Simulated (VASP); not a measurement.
Here is a VASP 6.6.1 calculation.

The input INCAR:

```
SYSTEM = Sn
ALGO     = Normal         ! electronic algorithm
EDIFF    = 1E-8           ! SCF threshold, eV
ENCUT    = 520            ! plane-wave cutoff, eV
GGA      = PS             ! functional
ISIF     = 2              ! what is computed and relaxed
ISMEAR   = -1             ! smearing method
LASPH    = .True.         ! aspherical terms in the spheres
LCHARG   = .False.        ! write CHGCAR
LEFG     = .True.       
LREAL    = .False.        ! projectors in reciprocal space
LWAVE    = .False.        ! write WAVECAR
NBANDS   = 21             ! bands
NELM     = 60             ! most SCF steps
PREC     = Accurate       ! precision mode
SIGMA    = 0.05           ! smearing width, eV
```

File KPOINTS:

```
k-points
0
Gamma
  11 11 11
  0 0 0
```

File POSCAR:

```
Sn
1.0
    0.0000000000      3.2017351634      3.2017351634
    3.2017351634      0.0000000000      3.2017351634
    3.2017351634      3.2017351634      0.0000000000
Sn
2
Direct
    0.5000000000      0.5000000000      0.5000000000
    0.7500000000      0.7500000000      0.7500000000
```

Potentials or basis: VASP PAW PBE potentials, release 64 (Sn_d).

Launch:

```console
$ cat potpaw_PBE.64/Sn_d/POTCAR > POTCAR
$ mpirun -np 1 vasp_std > vasp.out
```

**Question.** What does it give for the pressure?

**Answer.** 3.0 GPa.

**Question.** What does it give for the band gap on the k mesh?

**Answer.** Zero (bands 14 and 15 overlap by 0.05 eV).

Caveat: the PAW data sets were made with another functional, which shifts forces and pressure a little; spin-orbit coupling is left out, which moves the levels of the heavy elements.
